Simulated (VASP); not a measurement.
Input of a VASP 6.6.1 run:

Contents of POSCAR:

```
SnO
1.0
    3.6485679375      0.0000000000      0.0000000000
    0.0000000000      5.6741040000      0.0000000000
    0.0000000000      0.0000000000      4.2219700000
Sn O
2 2
Direct
    0.0000000000      0.2319090000      0.5131440000
    0.5000000000      0.7680910000      0.0131440000
    0.0000000000      0.8912500000      0.7368570000
    0.5000000000      0.1087500000      0.2368570000
```

The input INCAR.step1:

```
SYSTEM = SnO
PREC = Accurate
ENCUT = 520
ISMEAR = 0
SIGMA = 0.05
LREAL = .False.
LASPH = .True.
NELM = 80
NBANDS = 28
GGA = PE
ALGO = Normal
EDIFF = 1E-4
LWAVE = .True.
LCHARG = .False.
```

The input INCAR.step2:

```
SYSTEM = SnO
PREC = Accurate
ENCUT = 520
EDIFF = 1E-6
ISMEAR = 0
SIGMA = 0.05
LREAL = .False.
LASPH = .True.
NELM = 80
ALGO = Normal
ISIF = 2
LWAVE = .False.
LCHARG = .False.
METAGGA = R2SCAN
LMIXTAU = .True.
NBANDS = 28
ISTART = 1
```

KPOINTS

```
regular mesh
0
Gamma
  8 6 6
  0 0 0
```

Potentials or basis: VASP PAW PBE potentials, release 64 (Sn_d, O).

Run with:

```console
$ cat potpaw_PBE.64/Sn_d/POTCAR potpaw_PBE.64/O/POTCAR > POTCAR
$ cp INCAR.step1 INCAR
$ mpirun -np 1 vasp_std > vasp.out
$ cp INCAR.step2 INCAR
$ mpirun -np 1 vasp_std > vasp.out
```

Question: Predict the band gap on the k mesh.

Answer: 1.67 eV, indirect (least direct gap 2.51 eV).

Question: Predict the pressure.

Answer: -8.1 GPa.

Question: Predict the largest force.

Answer: 1.351 eV/Å.

Forces in eV/Å, atoms in the order of the input:
```
Sn   0.000 -1.266 -0.471
Sn   0.000  1.266 -0.471
O    0.000  0.183  0.471
O    0.000 -0.183  0.471
```

Caveat: the cell differs from its parent crystal (strain +0.0875 x Voigt [1, 0, 0, 0, 0, 0]); the PAW data sets were made with another functional, which shifts forces and pressure a little; spin-orbit coupling is left out, which moves the levels of the heavy elements. A k mesh can miss the band edges.
